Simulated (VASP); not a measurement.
Set up this calculation in VASP 6.6.1, as the native input.

| Item | Value |
| --- | --- |
| Task | single point |
| Functional | r2SCAN |
| Potentials or basis | VASP PAW PBE potentials, release 64 (Ta_pv, N) |
| Cutoff | 520 eV |
| k mesh | 9 × 9 × 1 |
| Occupations | gaussian, width 0.1 eV |
| Spin | no spin polarisation |
| Dipole correction | yes |
| Further INCAR settings | LREAL = Auto; ALGO = Normal; EDIFF = 1e-06; NBANDS = 102 |

Ta5N6, a slab with vacuum:

```
Ta N
1.0
     5.19963    0.00000    0.00000
    -2.59981    4.50301    0.00000
     0.00000    0.00000   23.73108
Ta N
10 12
Direct
  0.00000 0.00000 0.31604
  0.33333 0.66667 0.37736
  0.66667 0.33333 0.37736
  0.00000 0.00000 0.43868
  0.33333 0.66667 0.50000
  0.66667 0.33333 0.50000
  0.00000 0.00000 0.56132
  0.33333 0.66667 0.62264
  0.66667 0.33333 0.62264
  0.00000 0.00000 0.68396
  0.00000 0.39241 0.31604
  0.39241 0.00000 0.31604
  0.60759 0.60759 0.31604
  0.00000 0.39241 0.43868
  0.39241 0.00000 0.43868
  0.60759 0.60759 0.43868
  0.00000 0.39241 0.56132
  0.39241 0.00000 0.56132
  0.60759 0.60759 0.56132
  0.00000 0.39241 0.68396
  0.39241 0.00000 0.68396
  0.60759 0.60759 0.68396
```

These files were run (other wordings do the same):

POSCAR

```
Ta5N6
1.0
    5.1996298250      0.0000000000      0.0000000000
   -2.5998149125      4.5030115188      0.0000000000
    0.0000000000      0.0000000000     23.7310778219
Ta N
10 12
Direct
    0.0000000000      0.0000000000      0.3160412711
    0.3333333333      0.6666666667      0.3773608474
    0.6666666667      0.3333333333      0.3773608474
    0.0000000000      0.0000000000      0.4386804237
    0.3333333333      0.6666666667      0.5000000000
    0.6666666667      0.3333333333      0.5000000000
    0.0000000000      0.0000000000      0.5613195763
    0.3333333333      0.6666666667      0.6226391526
    0.6666666667      0.3333333333      0.6226391526
    0.0000000000      0.0000000000      0.6839587289
    0.0000000000      0.3924063645      0.3160412711
    0.3924063645      0.0000000000      0.3160412711
    0.6075936355      0.6075936355      0.3160412711
    0.0000000000      0.3924063645      0.4386804237
    0.3924063645      0.0000000000      0.4386804237
    0.6075936355      0.6075936355      0.4386804237
    0.0000000000      0.3924063645      0.5613195763
    0.3924063645      0.0000000000      0.5613195763
    0.6075936355      0.6075936355      0.5613195763
    0.0000000000      0.3924063645      0.6839587289
    0.3924063645      0.0000000000      0.6839587289
    0.6075936355      0.6075936355      0.6839587289
```

INCAR.step1

```
  ALGO = Normal
  DIPOL = 0.5 0.5 0.500
  EDIFF = 1E-4
  ENCUT = 520
  GGA = PE
  IDIPOL = 3
  ISMEAR = 0
  LASPH = True
  LCHARG = False
  LDIPOL = True
  LREAL = Auto
  LWAVE = True
  NBANDS = 102
  NELM = 60
  PREC = Accurate
  SIGMA = 0.1
```

INCAR.step2

```
  ALGO = Normal
  DIPOL = 0.5 0.5 0.500
  EDIFF = 1E-6
  ENCUT = 520
  IDIPOL = 3
  ISIF = 2
  ISMEAR = 0
  ISTART = 1
  LASPH = True
  LCHARG = True
  LDIPOL = True
  LELF = True
  LMIXTAU = True
  LREAL = Auto
  LVACPOTAV = True
  LVHAR = True
  LWAVE = False
  METAGGA = R2SCAN
  NBANDS = 102
  NELM = 60
  PREC = Accurate
  SIGMA = 0.1
```

KPOINTS

```
k-points
0
Gamma
  9 9 1
```

Potentials or basis: VASP PAW PBE potentials, release 64 (Ta_pv, N).

Launch:

```bash
$ cat potpaw_PBE.64/Ta_pv/POTCAR potpaw_PBE.64/N/POTCAR > POTCAR
$ cp INCAR.step1 INCAR
$ mpirun -np 1 vasp_std > vasp.out
$ cp INCAR.step2 INCAR
$ mpirun -np 1 vasp_std > vasp.out
```

Results of the run:

| Quantity | Value |
| --- | --- |
| Largest force | 5.528 eV/Å |
| Band gap on the k mesh | zero (bands 85 and 86 overlap by 0.15 eV) |

Caveat: the PAW data sets were made with another functional, which shifts forces and pressure a little; spin-orbit coupling is left out, which moves the levels of the heavy elements.

Wall time 2.2 h on 1 thread of Oxide Virtual Turin-like Processor, with other jobs on the host, peak memory 0.89 GiB.
